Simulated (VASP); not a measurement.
A run of VASP 6.6.1:

The input INCAR:

```
PREC = Accurate
ENCUT = 600
EDIFF = 1E-6
ISMEAR = 0
SIGMA = 0.02
LREAL = False
LASPH = True
NELM = 80
ALGO = Normal
ISIF = 3
LWAVE = False
LCHARG = False
GGA = PS
IBRION = 2
NSW = 70
EDIFFG = -0.005
```

KPOINTS

```
Automatic mesh
0
Gamma
  12 12 12
```

Contents of POSCAR:

```
GaAs
1.0
    0.0000000000      2.8726922825      2.8726922825
    2.8726922825      0.0000000000      2.8726922825
    2.8726922825      2.8726922825      0.0000000000
Ga As
1 1
Direct
    0.0000000000      0.0000000000      0.0000000000
    0.2500000000      0.2500000000      0.2500000000
```

Potentials or basis: VASP PAW PBE potentials, release 64 (Ga_d, As).

Run with:

```sh
$ cat potpaw_PBE.64/Ga_d/POTCAR potpaw_PBE.64/As/POTCAR > POTCAR
$ mpirun -np 1 vasp_std > vasp.out
```

Hardware: 1 thread of AMD EPYC 9R45 96-Core Processor (Zen 5), on a shared host.

Q: Estimate the wall time of this run.

A: Wall time 45 s on 1 thread of AMD EPYC 9R45 96-Core Processor (Zen 5) (shared host), peak memory 0.2 GiB. Counts: scf iterations 27, k points 72, ion steps 3.
